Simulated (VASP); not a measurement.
Runs of VASP 6.6.1 on Ir. The structure is orthorhombic, space group Pmma (No. 51). Conventional cell: a = 12.238 Å, b = 2.233 Å, c = 7.193 Å, α = 90.00°, β = 90.00°, γ = 90.00°. Within 3.0 Å of Ir (site symmetry mm2) lie 2 Ir at 2.23 Å. 

```tsv
potentials or basis	k mesh	cutoff (eV)	second run	gap on the mesh (eV)	pressure (GPa)
VASP PAW PBE potentials, release 64 (Ir)	2 × 10 × 3	520	-	none	(a)
VASP PAW PBE potentials, release 64 (Ir)	1 × 5 × 2	520	-	none	(b)
VASP PAW PBE potentials, release 64 (Ir)	3 × 12 × 4	520	-	none	0.4
VASP PAW PBE potentials, release 64 (Ir)	2 × 8 × 3	520	-	none	1.1
VASP PAW PBE potentials, release 64 (Ir)	1 × 3 × 1	520	-	none	-0.5
VASP PAW PBE potentials, release 64 (Ir_sv_GW)	1 × 3 × 1	500	valence_matched	none	-1.0
VASP PAW PBE potentials, release 64 (Ir)	2 × 6 × 2	520	-	none	0.1
VASP PAW PBE potentials, release 64 (Ir_sv_GW)	2 × 10 × 3	500	valence_matched	none	0.4
```

Alike in all rows: task single point; level PBEsol; no spin polarisation; cell as given; smearing fermi-dirac 0.1 eV.

Question: Estimate the missing entries.

Answer: (a) 0.9; (b) -0.1.

Caveats: some runs use coarse meshes; the PAW data sets were made with another functional, which shifts forces and pressure a little; spin-orbit coupling is left out, which moves the levels of the heavy elements.

A k mesh can miss the band edges, and the runs leave out spin-orbit coupling on Ir.

A gap of «none» marks levels without a gap at the run's occupations.

The runs don't all hold the same shells in valence.
